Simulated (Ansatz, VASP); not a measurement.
## BN: VASP beside Ansatz

The input INCAR:

```
SYSTEM = BN
PREC = Accurate ; ENCUT = 520
EDIFF = 1E-6 ; ISMEAR = 0
SIGMA = 0.05 ; LREAL = .False.
LASPH = .True. ; NELM = 60
ALGO = Normal ; ISIF = 2
LWAVE = .False. ; LCHARG = .True.
GGA = PE ; LELF = .True.
LVHAR = .True. ; NBANDS = 36
```

The input KPOINTS:

```
Automatic mesh
0
Gamma
  10 10 2
  0 0 0
```

Contents of POSCAR:

```
BN
1.0
    1.8123485118     -1.8123485118      0.0000000000
    1.8123485118      0.0000000000     -1.8123485118
    8.1555683033      6.7963069194      6.7963069194
B N
6 6
Direct
    0.9010500000     -0.0989500000      0.3958000000
    0.2760500000      0.2760500000      0.2291333333
    0.5260500000      0.5260500000      0.5624666667
    0.7760500000      0.7760500000      0.8958000000
    0.1510500000      0.1510500000      0.7291333333
    0.6510500000      0.6510500000      0.0624666667
    0.5573000000      0.5573000000      0.4374666667
   -0.0677000000     -0.0677000000      0.2708000000
    0.1823000000      0.1823000000      0.6041333333
    0.4323000000      0.4323000000      0.9374666667
   -0.1927000000     -0.1927000000      0.7708000000
    0.3073000000      0.3073000000      0.1041333333
```

Input for Ansatz:

```yaml
crystal:
  lattice:
    - [1.8123485118, -1.8123485118, 0.0]
    - [1.8123485118, 0.0, -1.8123485118]
    - [8.1555683033, 6.7963069194, 6.7963069194]
  atoms:
    - { symbol: B, position: [0.90105, -0.09895, 0.3958] }
    - { symbol: B, position: [0.27605, 0.27605, 0.2291333333] }
    - { symbol: B, position: [0.52605, 0.52605, 0.5624666667] }
    - { symbol: B, position: [0.77605, 0.77605, 0.8958] }
    - { symbol: B, position: [0.15105, 0.15105, 0.7291333333] }
    - { symbol: B, position: [0.65105, 0.65105, 0.0624666667] }
    - { symbol: "N", position: [0.5573, 0.5573, 0.4374666667] }
    - { symbol: "N", position: [-0.0677, -0.0677, 0.2708] }
    - { symbol: "N", position: [0.1823, 0.1823, 0.6041333333] }
    - { symbol: "N", position: [0.4323, 0.4323, 0.9374666667] }
    - { symbol: "N", position: [-0.1927, -0.1927, 0.7708] }
    - { symbol: "N", position: [0.3073, 0.3073, 0.1041333333] }
basis:
  ecutwfc: 420
kpoints:
  mp_grid: { grid: [10, 10, 2] }
hamiltonian:
  xc: pbe
scf:
  occupations: { method: gaussian, width: 0.05 }
output:
  forces: true
  stress: true
  eigenvalues: true
```

Alike in both runs: task single point; functional PBE; k mesh 10 × 10 × 2; occupations gaussian, width 0.05 eV; no spin polarisation.

|  | VASP | Ansatz |
| --- | --- | --- |
| version | VASP 6.6.1 | Ansatz 0.2.0 |
| potentials or method | VASP PAW PBE potentials, release 64 (B, N), cutoff 520 eV | scalar-relativistic, plane waves, PAW |
| valence electrons in the cell | 48 | 48 |

```csv
,VASP,Ansatz,Ansatz less VASP
gap on the k mesh at the Fermi level (eV),2.28,2.29,+0.006
least direct gap on the mesh (eV),3.08,3.08,+0.008
pressure (GPa),3.3,3.1,-0.21
"traceless stress, the component that is largest in VASP (GPa)",-19.19,-19.19,0.000
rms of the force components (eV/Å),0.990,0.991,+0.0015
```

Atom by atom the forces differ by 0.003 eV/Å (rms over components). With one functional, cell and mesh, what is left measures potentials, basis and numerics.
